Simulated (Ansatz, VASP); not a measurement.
# Rb: VASP beside Ansatz

File INCAR:

```
SYSTEM = Rb
ALGO = Fast
EDIFF = 1E-7
EDIFFG = -0.04
ENCUT = 600
GGA = PE
IBRION = 2
ISIF = 3
ISMEAR = 0
LASPH = .True.
LCHARG = .False.
LREAL = .False.
LWAVE = .False.
NELM = 60
NSW = 90
PREC = Accurate
SIGMA = 0.1
```

Contents of KPOINTS:

```
k-points
0
Gamma
  6 6 2
  0 0 0
```

File POSCAR:

```
Rb
1.0
    4.9806484020      0.0000000000      0.0000000000
   -2.4903242010      4.3133680434      0.0000000000
    0.0000000000      0.0000000000      8.1547697246
Rb
2
Direct
    0.6666666667      0.3333333333      0.2534483718
    0.3333333333      0.6666666667      0.7465516282
```

Input for Ansatz:

```yaml
crystal:
  lattice:
    - [4.980648402, 0.0, 0.0]
    - [-2.490324201, 4.3133680434, 0.0]
    - [0.0, 0.0, 8.1547697246]
  atoms:
    - { symbol: Rb, position: [0.6666666667, 0.3333333333, 0.2534483718] }
    - { symbol: Rb, position: [0.3333333333, 0.6666666667, 0.7465516282] }
basis:
  ecutwfc: 420
kpoints:
  mp_grid: { grid: [6, 6, 2] }
hamiltonian:
  xc: pbe
scf:
  occupations: { method: gaussian, width: 0.1 }
  lower_state_search: "off"
output:
  forces: true
  stress: true
  eigenvalues: true
relax:
  adjacent_minimum: "off"
  f_tol: 0.04
  max_steps: 70
  cell: { stress_tol: 0.4 }
```

Alike in both runs: task relaxation of cell and atoms; functional PBE; k mesh 6 × 6 × 2; occupations gaussian, width 0.1 eV; no spin polarisation.

```csv
,VASP,Ansatz
version,VASP 6.6.1,Ansatz 0.2.0
potentials or method,"VASP PAW PBE potentials, release 64 (Rb_sv), cutoff 600 eV","scalar-relativistic, plane waves, PAW"
valence electrons in the cell,18,18
```

|  | VASP | Ansatz | Ansatz less VASP |
| --- | --- | --- | --- |
| gap on the k mesh at the Fermi level, each at its own relaxed structure (eV) | none | none | - |
| relaxed volume (Å³/atom) | 91.97 | 87.60 | -4.370 |
| relaxed cell length with the largest relative difference (Å) | 5.151 | 4.981 | -0.1701 |

A gap of «none» marks a metal or a gap that the smearing closes.

The k mesh is coarse, so the values compare programs but aren't converged.
